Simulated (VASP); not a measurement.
Input of a VASP 6.6.1 run:

Contents of INCAR:

```
SYSTEM = MgB
ALGO = Normal
EDIFF = 1E-6
ENCUT = 520
GGA = PS
ISIF = 2
ISMEAR = -1
IVDW = 12
LASPH = .TRUE.
LCHARG = .FALSE.
LREAL = .FALSE.
LWAVE = .FALSE.
NBANDS = 10
NELM = 100
PREC = Accurate
SIGMA = 0.05
```

KPOINTS

```
k-points
0
G
  9 9 9
  0 0 0
```

Contents of POSCAR:

```
MgB
1.0
    2.8359556455      0.0000000000      0.0000000000
    0.0000000000      2.8359556455      0.0000000000
    0.0000000000      0.0000000000      2.8359556455
Mg B
1 1
Direct
    0.0000000000      0.0000000000      0.0000000000
    0.5000000000      0.5000000000      0.5000000000
```

Potentials or basis: VASP PAW PBE potentials, release 64 (Mg, B).

Launch:

```sh
$ cat potpaw_PBE.64/Mg/POTCAR potpaw_PBE.64/B/POTCAR > POTCAR
$ mpirun -np 1 vasp_std > vasp.out
```

What does it give for the dispersion energy per atom?

-0.266 eV.

Predict the pressure.

0.0 GPa.

Caveat: the PAW data sets were made with another functional, which shifts forces and pressure a little; pairwise dispersion overbinds metals, which lowers pressure and volume.
